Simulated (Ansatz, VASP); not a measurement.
## One calculation of CoSi2, two programs

```
Co Si
1.0
     0.00000    2.69757    2.69757
     2.69757    0.00000    2.69757
     2.69757    2.69757    0.00000
Co Si
1 2
Direct
  0.00000 0.00000 0.00000
  0.25000 0.25000 0.25000
  0.75000 0.75000 0.75000
```

Alike in both runs: task single point; functional PBE; k mesh 12 × 12 × 12; occupations gaussian, width 0.05 eV; no spin polarisation.

```csv
,VASP,Ansatz
version,VASP 6.6.1,Ansatz 0.2.0
potentials or method,"VASP PAW PBE potentials, release 64 (Co, Si), cutoff 520 eV","scalar-relativistic, plane waves, PAW"
valence electrons in the cell,17,25
```

```tsv
	VASP	Ansatz	Ansatz less VASP
gap on the k mesh at the Fermi level (eV)	none	none	-
pressure (GPa)	-3.6	-3.4	+0.22
```

A gap of «none» marks a metal or a gap that the smearing closes. VASP's potentials hold 17 valence electrons a cell and Ansatz's 25, so a difference there can come from the potentials and not from the codes.
